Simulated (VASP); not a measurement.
## Si5Mo: single point with PBE

Si5Mo:

```
Si Mo
1.0
     3.59720    2.07684    2.71875
    -3.59720    2.07684    2.71875
     0.00000   -4.15369    2.71875
Si Mo
5 1
Direct
  0.00000 0.00000 0.50000
  0.50000 0.00000 0.00000
  0.00000 0.50000 0.00000
  0.32772 0.32772 0.32772
  0.67228 0.67228 0.67228
  0.00000 0.00000 0.00000
```

The cell was built from a structure type or drawn by symmetry, and may not be a known phase.

| Property | Result |
| --- | --- |
| Program | VASP 6.6.1 |
| Task | single point |
| Functional | PBE |
| Potentials or basis | VASP PAW PBE potentials, release 64 (Si, Mo_sv) |
| Cutoff | 520 eV |
| k mesh | 6 × 6 × 6 |
| Occupations | gaussian, width 0.1 eV |
| Spin | collinear spin |
| Starting moments | [0.0, 0.0, 0.0, 0.0, 0.0, 1.0] μB |
| Dipole correction | no |
| Further INCAR settings | ALGO = Normal; EDIFF = 1e-07; NBANDS = 30 |

```
Pressure                                              : -0.1 GPa
Largest force                                         : 0.019 eV/Å
Band gap on the k mesh                                : zero (filled and empty bands overlap)
Net moment                                            : 0.00 μB per cell
Valence electrons inside the program's atomic spheres : Si 1.61, 1.59 (each value once); Mo 12.68
```

Forces in eV/Å, atoms in the order of the input:
```
Si   0.000  0.000  0.000
Si   0.000  0.000  0.000
Si   0.000  0.000  0.000
Si   0.000  0.000 -0.019
Si   0.000  0.000  0.019
Mo   0.000  0.000  0.000
```

Levels at points of the mesh, in eV from the Fermi level:
Spin up:
```tsv
k point	band 14	band 15	band 16	band 17	band 18	band 19	band 20	band 21
(0.00, 0.00, 0.00)	-2.08	-1.30	-1.30	0.16	0.16	0.36	0.68	2.27
(0.50, 0.00, 0.00)	-1.94	-1.86	-1.06	0.22	0.25	0.31	0.89	1.19
(0.50, 0.50, 0.00)	-2.82	-1.61	-1.12	-0.76	0.66	0.68	2.06	2.19
(0.50, 0.50, 0.50)	-3.19	-0.50	0.29	0.29	1.71	1.95	1.95	2.69
```
Spin down:
```tsv
k point	band 13	band 14	band 15	band 16	band 17	band 18	band 19	band 20	band 21	band 22
(0.00, 0.00, 0.00)	-2.08	-2.08	-1.30	-1.30	0.16	0.16	0.36	0.68	2.27	2.27
(0.50, 0.00, 0.00)	-2.53	-1.94	-1.86	-1.06	0.22	0.25	0.31	0.89	1.19	2.20
(0.50, 0.50, 0.00)	-2.88	-2.82	-1.61	-1.12	-0.76	0.66	0.68	2.06	2.19	2.99
(0.50, 0.50, 0.50)	-3.19	-3.19	-0.50	0.29	0.29	1.71	1.95	1.95	2.69	2.69
```

It took 3.1 min on 1 thread of AMD EPYC 7R13 Processor (Zen 3), on a shared host, peak memory 0.35 GiB.
